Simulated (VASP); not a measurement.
The system is Fe.

```
Fe
1.0
     0.00000    1.90210    1.92499
     1.46785    0.00000    1.92499
     1.46785    1.90210    0.00000
Fe
1
Direct
  0.00000 0.00000 0.00000
```

Base run:

```yaml
Program: VASP 6.6.1
Functional: r2SCAN
Potentials_or_basis: VASP PAW PBE potentials, release 64 (Fe)
Cutoff: 520 eV
k_mesh: 13 × 13 × 13
Occupations: fermi-dirac, width 0.05 eV
Spin: collinear spin, ferromagnetic start
Starting_moments: "[3.0] μB"
```

Its results: pressure 21.2 GPa; net moment 2.59 μB per cell; site moments Fe +2.62 μB.

The run is repeated on the same cell with these changes: functional from r2SCAN to PBEsol; further incar settings from ALGO = Normal; EDIFF = 1e-07; NBANDS = 14 to ALGO = Normal; EDIFF = 1e-06; NBANDS = 14. What comes out?

Pressure 1.5 GPa; net moment 2.08 μB per cell; site moments Fe +2.06 μB.

Caveats: the PAW data sets were made with another functional, which shifts forces and pressure a little.
